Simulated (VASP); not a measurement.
Runs of VASP 6.6.1 on Na. The structure is that of space group Fm-3m (No. 225), or close to it. The cells are those of the table. This isn't the form of Na at room conditions, which is bcc.

```csv
task,cell,k mesh,gap on the mesh (eV),pressure (GPa),relaxed volume (Å³/atom)
relaxation of cell and atoms,"relaxed from a = 3.801 Å, angles 60.0°, 1 atom",14 × 14 × 14,none,0.0,33.89
relaxation of cell and atoms,"relaxed from a = 3.640 Å, angles 60.0°, 1 atom",14 × 14 × 14,none,0.0,34.09
single point,"a = 3.801 Å, angles 60.0°, 1 atom",6 × 6 × 6,none,(a),-
single point,"a = 3.640 Å, angles 60.0°, 1 atom",14 × 14 × 14,none,-0.1,-
```

Alike in all rows: level PBE+D3(BJ); potentials or basis VASP PAW PBE potentials, release 64 (Na_pv); no spin polarisation; cutoff (eV) 500; smearing gaussian 0.1 eV.

Question: Fill in the values left out.

Answer: (a) -0.9.

A gap of «none» marks levels without a gap at the run's occupations.
